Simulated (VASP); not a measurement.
A run of VASP 6.6.1 is set up as follows.

File INCAR:

```
PREC = Accurate
ENCUT = 520
EDIFF = 1E-6
ISMEAR = 0
SIGMA = 0.1
LREAL = F
LASPH = T
NELM = 80
ALGO = Normal
ISIF = 2
LWAVE = F
LCHARG = F
GGA = PE
NBANDS = 18
```

File KPOINTS:

```
Automatic mesh
0
Gamma
  16 16 16
```

The input POSCAR:

```
KSi3
1.0
   -2.1001201574      2.1001201574      5.0599186709
    2.1001201574     -2.1001201574      5.0599186709
    2.1001201574      2.1001201574     -5.0599186709
K Si
1 3
Direct
    0.0000000000      0.0000000000      0.0000000000
    0.3814628884      0.3814628884      0.0000000000
    0.7500000000      0.2500000000      0.5000000000
    0.6185371116      0.6185371116      0.0000000000
```

Potentials or basis: VASP PAW PBE potentials, release 64 (K_sv, Si).

Command:

```sh
$ cat potpaw_PBE.64/K_sv/POTCAR potpaw_PBE.64/Si/POTCAR > POTCAR
$ mpirun -np 1 vasp_std > vasp.out
```

(1) What does it give for the pressure?

(2) Predict the largest force.

(3) What does it give for the band gap on the k mesh?

Results:

(1) 0.1 GPa.

(2) 0.006 eV/Å.

(3) zero (an odd number of electrons rules out a gap without spin polarisation).
